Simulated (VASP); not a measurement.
# MgGe4 (P4/mmm) in VASP: further runs

Runs on MgGe4. Level: PBE+D3(BJ). Tasks: single point.

All numbers are computed with VASP 6.6.1; they aren't measurements. Logs are shortened: lines on timing, memory, paths and dates and some standing lists are left out, and cuts for length are marked.

## (1) The cell of the first run

Symmetry: P4/mmm, No. 123, tetragonal system. The conventional cell has a = 3.802 Å, b = 3.802 Å, c = 6.800 Å, α = 90.00°, β = 90.00°, γ = 90.00°. Mg (site symmetry 4/mmm) has 8 Ge at 2.43 Å within 3.2 Å. Ge (site symmetry 2mm) has 2 Mg at 2.43 Å and 5 Ge at 2.69 to 3.02 Å within 3.2 Å.

## (2) Single point, PBE+D3(BJ)

Input file INCAR:

```
PREC = Accurate
ENCUT = 520
EDIFF = 1E-6
ISMEAR = 0
SIGMA = 0.1
LREAL = False
LASPH = True
NELM = 80
ALGO = Normal
ISIF = 2
LWAVE = False
LCHARG = False
GGA = PE
IVDW = 12
NBANDS = 37
```

Input file KPOINTS:

```
regular mesh
0
Gamma
  4 4 4
```

Input file POSCAR:

```
MgGe4
1.0
    3.8024836900      0.0000000000      0.0000000000
    0.0000000000      3.8024836900      0.0000000000
    0.0000000000      0.0000000000      6.8002406900
Mg Ge
1 4
Direct
    0.0000000000      0.0000000000      0.0000000000
    0.0000000000      0.5000000000      0.7779313400
    0.5000000000      0.0000000000      0.7779313400
    0.0000000000      0.5000000000      0.2220686600
    0.5000000000      0.0000000000      0.2220686600
```

Potentials or basis: VASP PAW PBE potentials, release 64 (Mg, Ge_d).

Run with:

```
$ cat potpaw_PBE.64/Mg/POTCAR potpaw_PBE.64/Ge_d/POTCAR > POTCAR
$ mpirun -np 1 vasp_std > vasp.out
```

OUTCAR:

```text
PREC = Accurate
   ENCUT = 520
   EDIFF = 1E-6
   ISMEAR = 0
   LREAL = False
   LASPH = True
   NELM = 80
   ISIF = 2
   GGA = PE
   IVDW = 12
 IVDW          = 12

 ion  position               nearest neighbor table
   1  0.000  0.000  0.000-   2 2.43   3 2.43   4 2.43   5 2.43   2 2.43   4 2.43   3 2.43   5 2.43

   2  0.000  0.500  0.778-   1 2.43   1 2.43   3 2.69   3 2.69   3 2.69   3 2.69
   3  0.500  0.000  0.778-   1 2.43   1 2.43   2 2.69   2 2.69   2 2.69   2 2.69
   4  0.000  0.500  0.222-   1 2.43   1 2.43   5 2.69   5 2.69   5 2.69   5 2.69
   5  0.500  0.000  0.222-   1 2.43   1 2.43   4 2.69   4 2.69   4 2.69   4 2.69

  LATTYP: Found a simple tetragonal cell.
 ALAT       =     3.8024836900
 C/A-ratio  =     1.7883681416

  Lattice vectors:

 A1 = (   3.8024836900,   0.0000000000,   0.0000000000)
 A2 = (   0.0000000000,   3.8024836900,   0.0000000000)
 A3 = (   0.0000000000,   0.0000000000,   6.8002406900)

Analysis of symmetry for initial positions (statically):
=====================================================================
 Subroutine PRICEL returns:
 Original cell was already a primitive cell.

 Routine SETGRP: Setting up the symmetry group for a
 simple tetragonal supercell.

 Subroutine GETGRP returns: Found 16 space group operations
 (whereof 16 operations were pure point group operations)
 out of a pool of 16 trial point group operations.

The static configuration has the point symmetry D_4h.

Analysis of symmetry for dynamics (positions and initial velocities):
=====================================================================
 Subroutine PRICEL returns:
 Original cell was already a primitive cell.

 Routine SETGRP: Setting up the symmetry group for a
 simple tetragonal supercell.

 Subroutine GETGRP returns: Found 16 space group operations
 (whereof 16 operations were pure point group operations)
 out of a pool of 16 trial point group operations.

The dynamic configuration has the point symmetry D_4h.

 Subroutine INISYM returns: Found 16 space group operations
 (whereof 16 operations are pure point group operations),
 and found     1 'primitive' translations

----------------------------------------------------------------------------------------

                                     Primitive cell

  volume of cell :      98.3239

  direct lattice vectors                    reciprocal lattice vectors
     3.802483690  0.000000000  0.000000000     0.262986006  0.000000000  0.000000000
     0.000000000  3.802483690  0.000000000     0.000000000  0.262986006  0.000000000
     0.000000000  0.000000000  6.800240690     0.000000000  0.000000000  0.147053618

  length of vectors
     3.802483690  3.802483690  6.800240690     0.262986006  0.262986006  0.147053618

  position of ions in fractional coordinates (direct lattice)
     0.000000000  0.000000000  0.000000000
     0.000000000  0.500000000  0.777931340
     0.500000000  0.000000000  0.777931340
     0.000000000  0.500000000  0.222068660
     0.500000000  0.000000000  0.222068660

  ion indices of the primitive-cell ions
   primitive index   ion index
                 1           1
                 2           2
                 3           3
                 4           4
                 5           5

----------------------------------------------------------------------------------------

 KPOINTS: regular mesh

Automatic generation of k-mesh.
 Grid dimensions read from file:
 generate k-points for:    4    4    4

 Generating k-lattice:

  Cartesian coordinates                     Fractional coordinates (reciprocal lattice)
     0.065746502  0.000000000  0.000000000     0.250000000  0.000000000  0.000000000
     0.000000000  0.065746502  0.000000000     0.000000000  0.250000000  0.000000000
     0.000000000  0.000000000  0.036763405     0.000000000  0.000000000  0.250000000

  Length of vectors
     0.065746502  0.065746502  0.036763405

  Shift w.r.t. Gamma in fractional coordinates (k-lattice)
     0.000000000  0.000000000  0.000000000

 Subroutine IBZKPT returns following result:
 ===========================================

 Found     18 irreducible k-points:

 Following reciprocal coordinates:
            Coordinates               Weight
  0.000000  0.000000  0.000000      1.000000
  0.250000  0.000000  0.000000      4.000000
  0.500000  0.000000  0.000000      2.000000
  0.250000  0.250000  0.000000      4.000000
  0.500000  0.250000  0.000000      4.000000
  0.500000  0.500000  0.000000      1.000000
[... 10 lines left out ...]
  0.500000  0.250000  0.500000      4.000000
  0.500000  0.500000  0.500000      1.000000
   k-points           NKPTS =     18   k-points in BZ     NKDIM =     18   number of bands    NBANDS=     37
   number of dos      NEDOS =    301   number of ions     NIONS =      5
   total plane-waves  NPLWV =  42336
   dimension x,y,z NGX =    28 NGY =   28 NGZ =   54
   dimension x,y,z NGXF=    56 NGYF=   56 NGZF=  108
   ions per type =               1   4
   NGX,Y,Z   is equivalent  to a cutoff of  12.24, 12.24, 13.20 a.u.
   NGXF,Y,Z  is equivalent  to a cutoff of  24.48, 24.48, 26.40 a.u.
 SYSTEM =  unknown system
   PREC   = accura    normal or accurate (medium, high low for compatibility)
   ISTART =      0    job   : 0-new  1-cont  2-samecut
   ICHARG =      2    charge: 1-file 2-atom 10-const
   ISPIN  =      1    spin polarized calculation?
   LNONCOLLINEAR =      F non collinear calculations
   LSORBIT =      F    spin-orbit coupling
   LASPH  =      T    aspherical Exc in radial PAW
   ENCUT  =  520.0 eV  38.22 Ry    6.18 a.u.   7.07  7.07 12.64*2*pi/ulx,y,z
   NELM   =     80;   NELMIN=  2; NELMDL= -5     # of ELM steps
   EDIFF  = 0.1E-05   stopping-criterion for ELM
   LREAL  =      F    real-space projection
   EDIFFG = 0.1E-04   stopping-criterion for IOM
   NSW    =      0    number of steps for IOM
   IBRION =     -1    ionic relax: 0-MD 1-quasi-New 2-CG
   NFREE  =      0    steps in history (QN), initial steepest desc. (CG)
   ISIF   =      2    stress and relaxation
   ISYM   =      2    0-nonsym 1-usesym 2-fastsym
   POTIM  = 0.5000    time-step for ionic-motion
   TEBEG  =    0.0;   TEEND  =   0.0 temperature during run
   PSTRESS=    0.0 pullay stress
   NELECT =      58.0000    total number of electrons
   NUPDOWN=      -1.0000    fix difference up-down
   EMIN   =  10.00;   EMAX   =-10.00  energy-range for DOS
   EFERMI =   0.00;   METHOD = LEGACY
   ISMEAR =     0;   SIGMA  =   0.10  broadening in eV -4-tet -1-fermi 0-gaus
   EFERMI_NEDOS =   21; number of points for ismear=-14 and -15
   IALGO  =     38    algorithm
   IMIX   =      4    mixing-type and parameters
     AMIX     =   0.40;   BMIX     =  1.00
     AMIX_MAG =   1.60;   BMIX_MAG =  1.00
  volume/ion in A,a.u.               =      19.66       132.70
  Fermi-wavevector in a.u.,A,eV,Ry     =   1.372981  2.594558 25.648023  1.885077
  Thomas-Fermi vector in A             =   2.498539
   LORBIT       =      0    0 simple, 1 ext, 2 COOP (PROOUT), +10 PAW based schemes
   GGA     = PE    functional components
   LHFCALC =     F    Hartree Fock is set to
   AEXX    =    0.0000 exact exchange contribution
   IVDW    =    12    specifies the selected vdW correction
   LEPSILON=     F    determine dielectric tensor
   LRPA    =     F    only Hartree local field effects (RPA)
 non-spin polarized calculation
 Gauss-broadening in eV      SIGMA  =   0.10
  energy-cutoff  :      520.00
  volume of cell :       98.32
 maximum number of plane-waves:      2664
   NGX = 15   NGY = 15   NGZ = 25

 number of electron      57.9999923 magnetization

 Free energy of the ion-electron system (eV)
  ---------------------------------------------------
  ext. energy  EPLUGINS =         0.00000000
  ---------------------------------------------------
  free energy    TOTEN  =       -15.78867145 eV

  energy without entropy =      -15.77340497  energy(sigma->0) =      -15.78103821

 E-fermi :   5.2458     XC(G=0): -10.3070

 val. band max:        5.2227336979   @ k =   0.2500   0.0000   0.2500
 cond. band min:       5.2602335628   @ k =   0.2500   0.0000   0.0000
 fundamental gap:      0.0374998649
 Fermi energy:         5.2457526275

 k-point     1 :       0.0000    0.0000    0.0000
  band No.  band energies     occupation
      1     -19.4370      2.00000
      2     -19.4336      2.00000
      3     -19.3759      2.00000
      4     -19.3585      2.00000
      5     -19.3540      2.00000
      6     -19.3301      2.00000
[... 29 lines left out ...]
     36      11.2894      0.00000
     37      12.3289      0.00000

 k-point     2 :       0.2500    0.0000    0.0000
  band No.  band energies     occupation
      1     -19.3899      2.00000
      2     -19.3868      2.00000
      3     -19.3549      2.00000
      4     -19.3301      2.00000
      5     -19.3256      2.00000
      6     -19.3193      2.00000
[... 29 lines left out ...]
     36      10.6689      0.00000
     37      11.2177      0.00000

 k-point     3 :       0.5000    0.0000    0.0000
  band No.  band energies     occupation
      1     -19.3087      2.00000
      2     -19.3085      2.00000
      3     -19.3047      2.00000
      4     -19.2997      2.00000
      5     -19.2839      2.00000
      6     -19.2839      2.00000
[... 29 lines left out ...]
     36       8.8128      0.00000
     37      12.4477      0.00000

 k-point     4 :       0.2500    0.2500    0.0000
  band No.  band energies     occupation
      1     -19.3950      2.00000
      2     -19.3809      2.00000
      3     -19.3385      2.00000
      4     -19.3153      2.00000
      5     -19.3076      2.00000
      6     -19.3041      2.00000
[... 29 lines left out ...]
     36      11.1848      0.00000
     37      12.4292      0.00000
[... 443 lines left out ...]
      1     -19.3937      2.00000
      2     -19.3817      2.00000
      3     -19.3369      2.00000
      4     -19.3169      2.00000
      5     -19.3071      2.00000
      6     -19.3042      2.00000
[... 29 lines left out ...]
     36      11.8518      0.00000
     37      12.6464      0.00000

 k-point    17 :       0.5000    0.2500    0.5000
  band No.  band energies     occupation
      1     -19.3547      2.00000
      2     -19.3541      2.00000
      3     -19.3379      2.00000
      4     -19.3349      2.00000
      5     -19.3343      2.00000
      6     -19.3164      2.00000
[... 29 lines left out ...]
     36      11.9627      0.00000
     37      11.9929      0.00000

 k-point    18 :       0.5000    0.5000    0.5000
  band No.  band energies     occupation
      1     -19.3808      2.00000
      2     -19.3808      2.00000
      3     -19.3632      2.00000
      4     -19.3632      2.00000
      5     -19.3542      2.00000
      6     -19.3298      2.00000
[... 29 lines left out ...]
     36      11.1122      0.00000
     37      14.0623      0.00000

------------------------ aborting loop because EDIFF is reached ----------------------------------------

 Edisp (eV)   -1.68057

 E8    (eV) :    -0.7467

  FORCE on cell =-STRESS in cart. coord.  units (eV):
  Direction    XX          YY          ZZ          XY          YZ          ZX
  --------------------------------------------------------------------------------------
  -------------------------------------------------------------------------------------
  Total       9.96618     9.96618     6.54636     0.00000     0.00000     0.00000
  in kB     162.39785   162.39785   106.67225     0.00000     0.00000     0.00000
  external pressure =      143.82 kB  Pullay stress =        0.00 kB

 VOLUME and BASIS-vectors are now :
 -----------------------------------------------------------------------------
  energy-cutoff  :      520.00
  volume of cell :       98.32
      direct lattice vectors                 reciprocal lattice vectors
     3.802483690  0.000000000  0.000000000     0.262986006  0.000000000  0.000000000
     0.000000000  3.802483690  0.000000000     0.000000000  0.262986006  0.000000000
     0.000000000  0.000000000  6.800240690     0.000000000  0.000000000  0.147053618

 POSITION                                       TOTAL-FORCE (eV/Angst)
 -----------------------------------------------------------------------------------
      0.00000      0.00000      0.00000         0.000000     -0.000000      0.000000
      0.00000      1.90124      5.29012         0.000000      0.000000     -1.769439
      1.90124      0.00000      5.29012         0.000000     -0.000000     -1.769439
      0.00000      1.90124      1.51012         0.000000      0.000000      1.769439
      1.90124      0.00000      1.51012        -0.000000     -0.000000      1.769439
 -----------------------------------------------------------------------------------
    total drift:                                0.000000      0.000000     -0.000000

  FREE ENERGIE OF THE ION-ELECTRON SYSTEM (eV)
  ---------------------------------------------------
  free  energy   TOTEN  =       -17.4692411826 eV

  energy  without entropy=      -17.4539746992  energy(sigma->0) =      -17.46160794
```

Wall time 76 s (1 thread of AMD EPYC 7R13, shared host); peak memory 0.2 GiB.

What came out:

```yaml
Free_energy: -17.4692 eV
Pressure: 14.4 GPa
Largest_force: 1.769 eV/Å
Band_gap_on_the_k_mesh: zero (bands 29 and 30 overlap by 2.55 eV)
Dispersion_energy_per_atom: -0.336 eV
```

Forces in eV/Å, atoms in the order of the input:
```
Mg   0.000  0.000  0.000
Ge   0.000  0.000 -1.769
Ge   0.000  0.000 -1.769
Ge   0.000  0.000  1.769
Ge   0.000  0.000  1.769
```

Stress tensor (GPa, compression positive):
```
16.24  0.00  0.00
 0.00 16.24  0.00
 0.00  0.00 10.67
```

Caveat: the k points lie up to 0.41 Å⁻¹ apart, too coarse for converged energies and pressures of a metal; forces of over 1 eV/Å act on the atoms, so gaps and moduli don't describe the material at rest.

## (3) Single point, PBE+D3(BJ)

This run uses another cell than the first one, of 19.79 Å³/atom.

Input file INCAR:

```
SYSTEM = MgGe4
ALGO = Normal
EDIFF = 1E-7
ENCUT = 520
GGA = PE
ISIF = 2
ISMEAR = 0
IVDW = 12
LASPH = .TRUE.
LCHARG = .FALSE.
LREAL = .FALSE.
LWAVE = .FALSE.
NBANDS = 37
NELM = 60
PREC = Accurate
SIGMA = 0.1
```

Input file KPOINTS:

```
k-points
0
G
  4 4 4
  0 0 0
```

Input file POSCAR:

```
MgGe4
1.0
    3.9314681211      0.0000000000      0.0000000000
    0.0000000000      3.9314681211      0.0000000000
    0.0000000000      0.0000000000      6.4027295900
Mg Ge
1 4
Direct
    0.0000000000      0.0000000000      0.0000000000
    0.0000000000      0.5000000000      0.6954993486
    0.5000000000      0.0000000000      0.6954993486
    0.0000000000      0.5000000000      0.3045006514
    0.5000000000      0.0000000000      0.3045006514
```

Potentials or basis: VASP PAW PBE potentials, release 64 (Mg, Ge_d).

Run with:

```
$ cat potpaw_PBE.64/Mg/POTCAR potpaw_PBE.64/Ge_d/POTCAR > POTCAR
$ mpirun -np 1 vasp_std > vasp.out
```

It took 92 s on 1 thread of AMD EPYC 7R13, shared host; peak memory 0.2 GiB.

Results (log left out):

```yaml
Free_energy: -20.5178 eV
Pressure: 0.0 GPa
Largest_force: 0.020 eV/Å
Band_gap_on_the_k_mesh: zero (bands 29 and 30 overlap by 3.24 eV)
Dispersion_energy_per_atom: -0.333 eV
```

Forces on the atoms (eV/Å):
```
Mg   0.000  0.000  0.000
Ge   0.000  0.000  0.020
Ge   0.000  0.000  0.020
Ge   0.000  0.000 -0.020
Ge   0.000  0.000 -0.020
```

Stress tensor (GPa, compression positive):
```
-0.07  0.00  0.00
 0.00 -0.07  0.00
 0.00  0.00  0.07
```

Levels at points of the mesh, in eV from the Fermi level:
```
           k point  band 27  band 28  band 29  band 30  band 31  band 32
(0.00, 0.00, 0.00)    -2.24    -0.57    -0.57     0.41     2.66     2.76
(0.50, 0.00, 0.00)    -0.29     0.16     0.51     0.94     1.70     2.37
(0.50, 0.50, 0.00)    -3.83    -2.84    -2.59    -2.59     1.19     2.60
(0.00, 0.00, 0.50)    -2.38    -1.69    -1.10    -1.10     2.35     3.22
(0.50, 0.00, 0.50)     0.00     0.39     0.42     0.72     1.04     1.07
(0.50, 0.50, 0.50)    -4.66    -3.41    -0.61    -0.61     1.94     1.94
```

Caveat: the k points lie up to 0.40 Å⁻¹ apart, too coarse for converged energies and pressures of a metal.

The gap in the log of VASP goes by the Fermi energy; the results here count the filled bands.